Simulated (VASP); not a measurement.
# MnS (I4mm) in VASP: single point with PBE

Aim: the single point of MnS with PBE.

All numbers are computed with VASP 6.6.1; they aren't measurements. Logs are shortened: lines on timing, memory, paths and dates and some standing lists are left out, and cuts for length are marked.

**1. The cell of the first run**

It takes space group I4mm (No. 107, tetragonal). Conventional cell: a = 3.683 Å, b = 3.683 Å, c = 5.209 Å, α = 90.00°, β = 90.00°, γ = 90.00°. Mn (site symmetry 4mm) has 6 S at 2.59 to 2.61 Å within 3.4 Å. S (site symmetry 4mm) has 6 Mn at 2.59 to 2.61 Å within 3.4 Å.

**2. Single point, PBE, collinear spin, ferromagnetic start**

Input file INCAR:

```
  ALGO = Normal
  EDIFF = 1E-7
  ENCUT = 520
  GGA = PE
  ISIF = 2
  ISMEAR = -1
  ISPIN = 2
  LASPH = True
  LCHARG = False
  LMAXMIX = 4
  LORBIT = 11
  LREAL = False
  LWAVE = False
  MAGMOM = 4 0
  NBANDS = 20
  NELM = 150
  PREC = Accurate
  SIGMA = 0.02
```

Input file KPOINTS:

```
k-points
0
Gamma
  11 11 11
```

Input file POSCAR:

```
MnS
1.0
    0.0000000000      2.6045000000      2.6045000000
    2.6045000000      0.0000000000      2.6045000000
    2.6045000000      2.6045000000      0.0000000000
Mn S
1 1
Direct
    0.0000000000      0.0000000000      0.0000000000
    0.5019197543      0.5019197543      0.4980802457
```

Potentials or basis: VASP PAW PBE potentials, release 64 (Mn_pv, S).

On the command line:

```sh
$ cat potpaw_PBE.64/Mn_pv/POTCAR potpaw_PBE.64/S/POTCAR > POTCAR
$ mpirun -np 1 vasp_std > vasp.out
```

OUTCAR:

```text
EDIFF = 1E-7
   ENCUT = 520
   GGA = PE
   ISIF = 2
   ISMEAR = -1
   ISPIN = 2
   LASPH = True
   LORBIT = 11
   LREAL = False
   NELM = 150
   PREC = Accurate

 ion  position               nearest neighbor table
   1  0.000  0.000  0.000-   2 2.59   2 2.60   2 2.60   2 2.60   2 2.60   2 2.61
   2  0.502  0.502  0.498-   1 2.59   1 2.60   1 2.60   1 2.60   1 2.60   1 2.61

  LATTYP: Found a face centered cubic cell.
 ALAT       =     5.2090000000

  Lattice vectors:

 A1 = (   0.0000000000,   2.6045000000,   2.6045000000)
 A2 = (   2.6045000000,   0.0000000000,   2.6045000000)
 A3 = (   2.6045000000,   2.6045000000,   0.0000000000)

Analysis of symmetry for initial positions (statically):
=====================================================================
 Subroutine PRICEL returns:
 Original cell was already a primitive cell.

 Routine SETGRP: Setting up the symmetry group for a
 face centered cubic supercell.

 Subroutine GETGRP returns: Found  8 space group operations
 (whereof  8 operations were pure point group operations)
 out of a pool of 48 trial point group operations.

The static configuration has the point symmetry C_4v.

Analysis of symmetry for dynamics (positions and initial velocities):
=====================================================================
 Subroutine PRICEL returns:
 Original cell was already a primitive cell.

 Routine SETGRP: Setting up the symmetry group for a
 face centered cubic supercell.

 Subroutine GETGRP returns: Found  8 space group operations
 (whereof  8 operations were pure point group operations)
 out of a pool of 48 trial point group operations.

The dynamic configuration has the point symmetry C_4v.

Analysis of structural, dynamic, and magnetic symmetry:
=====================================================================
 Subroutine PRICEL returns:
 Original cell was already a primitive cell.

 Routine SETGRP: Setting up the symmetry group for a
 face centered cubic supercell.

 Subroutine GETGRP returns: Found  8 space group operations
 (whereof  8 operations were pure point group operations)
 out of a pool of 48 trial point group operations.

The overall configuration has the point symmetry C_4v.

 Subroutine INISYM returns: Found  8 space group operations
 (whereof  8 operations are pure point group operations),
 and found     1 'primitive' translations

----------------------------------------------------------------------------------------

                                     Primitive cell
[... 107 lines left out ...]
   EFERMI_NEDOS =   21; number of points for ismear=-14 and -15
   IALGO  =     38    algorithm
   IMIX   =      4    mixing-type and parameters
     AMIX     =   0.40;   BMIX     =  1.00
     AMIX_MAG =   1.60;   BMIX_MAG =  1.00
  volume/ion in A,a.u.               =      17.67       119.23
  Fermi-wavevector in a.u.,A,eV,Ry     =   1.331246  2.515690 24.112464  1.772216
  Thomas-Fermi vector in A             =   2.460272
   LORBIT       =     11    0 simple, 1 ext, 2 COOP (PROOUT), +10 PAW based schemes
   GGA     = PE    functional components
   LHFCALC =     F    Hartree Fock is set to
   AEXX    =    0.0000 exact exchange contribution
   IVDW    =     0    specifies the selected vdW correction
   LEPSILON=     F    determine dielectric tensor
   LRPA    =     F    only Hartree local field effects (RPA)
 spin polarized calculation
  energy-cutoff  :      520.00
  volume of cell :       35.33
 maximum number of plane-waves:       967
   NGX = 13   NGY = 13   NGZ = 13

 number of electron      18.9999989 magnetization       4.7249881

 Free energy of the ion-electron system (eV)
  ---------------------------------------------------
  ext. energy  EPLUGINS =         0.00000000
  ---------------------------------------------------
  free energy    TOTEN  =       -14.06333739 eV

  energy without entropy =      -14.06200044  energy(sigma->0) =      -14.06266891

 E-fermi :   6.6521     XC(G=0): -10.6412

 val. band max:        6.6445643140   @ k =   0.0000   0.4545   0.0909
 cond. band min:       6.6676283724   @ k =  -0.2727   0.2727   0.0000
 fundamental gap:      0.0230640585
 Fermi energy:         6.6521324516

 spin component 1

 k-point     1 :       0.0000    0.0000    0.0000
  band No.  band energies     occupation
      1     -44.0608      1.00000
      2     -44.0608      1.00000
      3     -44.0608      1.00000
      4      -7.9385      1.00000
      5       3.2544      1.00000
      6       3.2544      1.00000
[... 541 lines left out ...]
     19      18.7756      0.00000
     20      21.5968      0.00000

 [... further k-points ...]

 spin component 2

 k-point     1 :       0.0000    0.0000    0.0000
  band No.  band energies     occupation
      1     -39.5219      1.00000
      2     -39.5219      1.00000
      3     -39.5219      1.00000
      4      -7.6406      1.00000
      5       4.9861      1.00000
      6       4.9868      1.00000
[... 541 lines left out ...]
     19      19.8465      0.00000
     20      22.4360      0.00000

 [... further k-points ...]
[... 5 lines left out ...]
  --------------------------------------------------------------------------------------
  -------------------------------------------------------------------------------------
  Total       -0.6119798     -0.6119798     -0.6095438      0.0000000      0.0000000     -0.0000000
  in kB      -27.7488265    -27.7488265    -27.6383711      0.0000000      0.0000000     -0.0000000
  external PRESSURE =     -27.7120081 kB  Pullay stress =       0.0000000 kB

 VOLUME and BASIS-vectors are now :
 -----------------------------------------------------------------------------
  energy-cutoff  :      520.00
  volume of cell :       35.33
      direct lattice vectors                 reciprocal lattice vectors
     0.000000000  2.604500000  2.604500000    -0.191975427  0.191975427  0.191975427
     2.604500000  0.000000000  2.604500000     0.191975427 -0.191975427  0.191975427
     2.604500000  2.604500000  0.000000000     0.191975427  0.191975427 -0.191975427

 POSITION                                       TOTAL-FORCE (eV/Angst)
 -----------------------------------------------------------------------------------
      0.00000      0.00000      0.00000         0.000000      0.000000      0.024589
      2.60450      2.60450      2.61450         0.000000      0.000000     -0.024589
 -----------------------------------------------------------------------------------
    total drift:                                0.000000      0.000000      0.000001

  FREE ENERGIE OF THE ION-ELECTRON SYSTEM (eV)
  ---------------------------------------------------
  free  energy   TOTEN  =       -14.0633373874 eV

  energy  without entropy=      -14.0620004389  energy(sigma->0) =      -14.06266891

 total charge

# of ion       s       p       d       tot
------------------------------------------
    1        0.215   6.162   4.928  11.305
    2        1.327   2.401   0.000   3.729
--------------------------------------------------
tot          1.542   8.564   4.928  15.034

 magnetization (x)

# of ion       s       p       d       tot
------------------------------------------
    1        0.052   0.039   4.174   4.265
    2        0.027   0.082   0.000   0.108
--------------------------------------------------
tot          0.078   0.121   4.174   4.373
```

OSZICAR:

```text
N       E                     dE             d eps       ncg     rms          rms(c)
DAV:   1     0.155226463114E+03    0.15523E+03   -0.10133E+04 10144   0.984E+02
DAV:   2    -0.701240690089E+01   -0.16224E+03   -0.15261E+03 10572   0.286E+02
DAV:   3    -0.150985816556E+02   -0.80862E+01   -0.79744E+01 11660   0.687E+01
DAV:   4    -0.151988538793E+02   -0.10027E+00   -0.10019E+00 11348   0.779E+00
DAV:   5    -0.152003031508E+02   -0.14493E-02   -0.14492E-02 11432   0.990E-01    0.114E+01
DAV:   6    -0.141335290795E+02    0.10668E+01   -0.55880E+00 11268   0.275E+01    0.110E+01
DAV:   7    -0.140647430452E+02    0.68786E-01   -0.72098E-01 11092   0.111E+01    0.617E+00
DAV:   8    -0.140678544260E+02   -0.31114E-02   -0.34372E-02 11224   0.150E+00    0.338E+00
DAV:   9    -0.140617864243E+02    0.60680E-02   -0.16960E-02 10772   0.124E+00    0.459E-01
DAV:  10    -0.140632778197E+02   -0.14914E-02   -0.33472E-03 10776   0.457E-01    0.171E-01
DAV:  11    -0.140632498937E+02    0.27926E-04   -0.45127E-04 11176   0.147E-01    0.126E-01
DAV:  12    -0.140633049969E+02   -0.55103E-04   -0.85056E-05 11204   0.835E-02    0.881E-02
DAV:  13    -0.140633259526E+02   -0.20956E-04   -0.93203E-06 10908   0.285E-02    0.533E-02
DAV:  14    -0.140633365936E+02   -0.10641E-04   -0.82521E-06 10676   0.218E-02    0.916E-03
DAV:  15    -0.140633374334E+02   -0.83980E-06   -0.53079E-07 11376   0.709E-03    0.232E-03
DAV:  16    -0.140633373874E+02    0.45999E-07   -0.63079E-08  7152   0.199E-03
   1 F= -.14063337E+02 E0= -.14062669E+02  d E =-.133695E-02  mag=     4.7250
```

stdout:

```text
POSCAR found type information on POSCAR MnS
 POSCAR found :  2 types and       2 ions
 scaLAPACK will be used
 LDA part: xc-table for (Slater+PW92), standard interpolation
 POSCAR, INCAR and KPOINTS ok, starting setup
 FFT: planning ... GRIDC
 FFT: planning ... GRID_SOFT
 FFT: planning ... GRID
 WAVECAR not read
 entering main loop
```

Run time: 4.7 min. Hardware: 1 thread of Intel Xeon 8259CL, shared host; peak memory 0.27 GiB.

What came out:

| Item | Value |
| --- | --- |
| Free energy | -14.0633 eV |
| Pressure | -2.8 GPa |
| Largest force | 0.025 eV/Å |
| Net moment | 4.72 μB per cell |
| Site moments | Mn +4.26; S +0.11 μB |
| Valence electrons inside the program's atomic spheres | Mn 11.30; S 3.73 |

Forces on the atoms (eV/Å):
```
Mn   0.000  0.000  0.025
S    0.000  0.000 -0.025
```

Caveat: a cell with one magnetic atom can't hold antiferromagnetic order, which such compounds often take; semilocal functionals often make such compounds metallic where correlation or magnetic order opens a gap, which also shifts bond lengths.
